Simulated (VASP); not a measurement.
Te:

```xyz
8
Lattice="6.1331 0.0000 0.0000 0.0000 6.1331 0.0000 0.0000 0.0000 6.1331" Properties=species:S:1:pos:R:3 pbc="T T T"
Te    0.0000    0.0000    0.0000
Te    3.0665    3.0665    3.0665
Te    1.5333    0.0000    3.0665
Te    4.5998    0.0000    3.0665
Te    3.0665    1.5333    0.0000
Te    3.0665    4.5998    0.0000
Te    0.0000    3.0665    1.5333
Te    0.0000    3.0665    4.5998
```

```yaml
Program: VASP 6.6.1
Task: relaxation of cell and atoms
Functional: RPBE
Potentials_or_basis: VASP PAW PBE potentials, release 64 (Te)
Cutoff: 600 eV
k_mesh: 4 × 4 × 4
Occupations: fermi-dirac, width 0.1 eV
Spin: no spin polarisation
```

At the start: pressure 1.9 GPa; volume 28.84 Å³/atom.

Task: Where does the relaxation end?

Result: Over 3 steps the energy falls by 6.6 meV/atom and the volume is 29.98 Å³/atom (+4.0 %); space group Pm-3n (No. 223, to 0.05 Å).

Step by step:
```tsv
step	energy change (eV)	largest force (eV/Å)	pressure (GPa)	volume (Å³)
1	0.0000	0.0000	1.92	230.69
2	-0.0489	0.0000	-0.46	242.43
3	-0.0527	0.0000	0.01	239.83
```

Final structure:
```
Te
1.0
     6.21303    0.00000    0.00000
     0.00000    6.21303    0.00000
     0.00000    0.00000    6.21303
Te
8
Direct
  0.00000 0.00000 0.00000
  0.50000 0.50000 0.50000
  0.25000 0.00000 0.50000
  0.75000 0.00000 0.50000
  0.50000 0.25000 0.00000
  0.50000 0.75000 0.00000
  0.00000 0.50000 0.25000
  0.00000 0.50000 0.75000
```

Caveat: the PAW data sets were made with another functional, which shifts forces and pressure a little.
